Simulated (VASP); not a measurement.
Wanted: the native input for a VASP 6.6.1 run.

```
Task                   : electric field gradients
Functional             : LDA
Potentials or basis    : VASP PAW LDA potentials, release 64 (Ag)
Cutoff                 : 520 eV
k mesh                 : 14 × 14 × 4
Occupations            : fermi-dirac, width 0.08 eV
Spin                   : no spin polarisation
Dipole correction      : no
Further INCAR settings : ALGO = Normal; EDIFF = 1e-08; NBANDS = 30
```

The structure of Ag lies in POSCAR:

```
Ag
1.0
    2.8861989086      0.0000000000      0.0000000000
   -1.4430994543      2.4995215753      0.0000000000
    0.0000000000      0.0000000000     10.0000000000
Ag
4
Direct
    0.3333333333      0.6666666667      0.2500000000
    0.6666666667      0.3333333333      0.7500000000
    0.0000000000      0.0000000000      0.0000000000
    0.0000000000      0.0000000000      0.5000000000
```

This isn't the form of Ag at room conditions, which is fcc.

These files were run (other wordings do the same):

INCAR

```
SYSTEM = Ag
PREC = Accurate
ENCUT = 520
EDIFF = 1E-8
ISMEAR = -1
SIGMA = 0.08
LREAL = .False.
LASPH = .True.
NELM = 60
ALGO = Normal
ISIF = 2
LWAVE = .False.
LCHARG = .False.
GGA = CA
LEFG = .True.
NBANDS = 30
```

KPOINTS

```
regular mesh
0
Gamma
  14 14 4
  0 0 0
```

Potentials or basis: VASP PAW LDA potentials, release 64 (Ag).

Launch:

```sh
$ cat potpaw_LDA.64/Ag/POTCAR > POTCAR
$ mpirun -np 1 vasp_std > vasp.out
```

It gave:

```yaml
Pressure: -11.1 GPa
Band_gap_on_the_k_mesh: zero (bands 22 and 23 overlap by 6.02 eV)
Largest_electric_field_gradient_by_atom: Ag +11.1, +10.0 (each value once) V/Å²
```

Caveat: the cell stands under tension; without QUAD_EFG the Cq values of the log hold for a quadrupole moment of 1 mb, not for the nuclei.

It took 3.9 min on 1 thread of Intel Xeon 8259CL, with other jobs on the host, peak memory 0.24 GiB.
